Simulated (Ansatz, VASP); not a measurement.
Si in VASP and in Ansatz

```
Si
1.0
     3.69737    0.00000    0.00000
    -1.84868    3.20202    0.00000
     0.00000    0.00000    2.98018
Si
2
Direct
  0.33333 0.66667 0.67473
  0.66667 0.33333 0.32527
```

Alike in both runs: task relaxation of cell and atoms; functional PBE; k mesh 6 × 6 × 6; occupations gaussian, width 0.1 eV; no spin polarisation.

|  | VASP | Ansatz |
| --- | --- | --- |
| version | VASP 6.6.1 | Ansatz 0.2.0 |
| potentials or method | VASP PAW PBE potentials, release 64 (Si), cutoff 500 eV | scalar-relativistic, plane waves, PAW |
| valence electrons in the cell | 8 | 8 |

|  | VASP | Ansatz | Ansatz less VASP |
| --- | --- | --- | --- |
| gap on the k mesh at the Fermi level, each at its own relaxed structure (eV) | none | none | - |
| relaxed volume (Å³/atom) | 17.69 | 17.66 | -0.031 |
| relaxed cell length with the largest relative difference (Å) | 2.967 | 2.965 | -0.0018 |

A gap of «none» marks a metal or a gap that the smearing closes.
